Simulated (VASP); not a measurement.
Here is a VASP 6.6.1 calculation.

The input INCAR:

```
PREC = Accurate ; ENCUT = 600
EDIFF = 1E-6 ; ISMEAR = -1
SIGMA = 0.05 ; LREAL = False
LASPH = True ; NELM = 80
ALGO = Normal ; ISIF = 3
LWAVE = False ; LCHARG = False
GGA = PS ; IBRION = 2
NSW = 60 ; EDIFFG = -0.02
```

File KPOINTS:

```
Automatic mesh
0
Gamma
  10 10 10
```

The input POSCAR:

```
Ir
1.0
    0.0000000000      1.9156000000      1.9156000000
    1.9156000000      0.0000000000      1.9156000000
    1.9156000000      1.9156000000      0.0000000000
Ir
1
Direct
    0.0000000000      0.0000000000      0.0000000000
```

Potentials or basis: VASP PAW PBE potentials, release 64 (Ir).

Command:

```sh
$ cat potpaw_PBE.64/Ir/POTCAR > POTCAR
$ mpirun -np 1 vasp_std > vasp.out
```

(1) What does it give for the space group after relaxing (to 0.05 Å)?

(2) Estimate the relaxed cell.

Results:

(1) Fm-3m (No. 225).

(2) a = 2.711 Å, b = 2.711 Å, c = 2.711 Å, α = 60.00°, β = 60.00°, γ = 60.00°.
